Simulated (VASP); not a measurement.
The system is SnSe.

```xyz
2
Lattice="0.0000 2.8639 2.8639 2.8639 0.0000 2.8639 2.8639 2.8639 0.0000" Properties=species:S:1:pos:R:3 pbc="T T T"
Sn    0.0000    0.0000    0.0000
Se    2.8639    2.8639    2.8639
```

| Quantity | Value |
| --- | --- |
| Program | VASP 6.6.1 |
| Task | relaxation of cell and atoms |
| Functional | PBEsol |
| Potentials or basis | VASP PAW PBE potentials, release 64 (Sn_d, Se) |
| Cutoff | 500 eV |
| k mesh | 8 × 8 × 8 |
| Occupations | gaussian, width 0.02 eV |
| Spin | no spin polarisation |

At the start: pressure 8.1 GPa; volume 23.49 Å³/atom.

Task: How do energy, volume and symmetry change on relaxing?

Result: Over 3 steps the energy falls by 64.0 meV/atom and the volume is 26.28 Å³/atom (+11.9 %); space group Fm-3m (No. 225, to 0.1 Å) before and after.

Step by step:
| step | energy change (eV) | largest force (eV/Å) | pressure (GPa) | volume (Å³) |
| --- | --- | --- | --- | --- |
| 1 | 0.0000 | 0.0000 | 8.09 | 46.98 |
| 2 | -0.1019 | 0.0000 | -2.70 | 55.51 |
| 3 | -0.1279 | 0.0000 | 0.01 | 52.57 |

Final structure:
```
Sn Se
1.0
     0.00000    2.97321    2.97321
     2.97321    0.00000    2.97321
     2.97321    2.97321    0.00000
Sn Se
1 1
Direct
  0.00000 0.00000 0.00000
  0.50000 0.50000 0.50000
```

Caveat: the PAW data sets were made with another functional, which shifts forces and pressure a little.
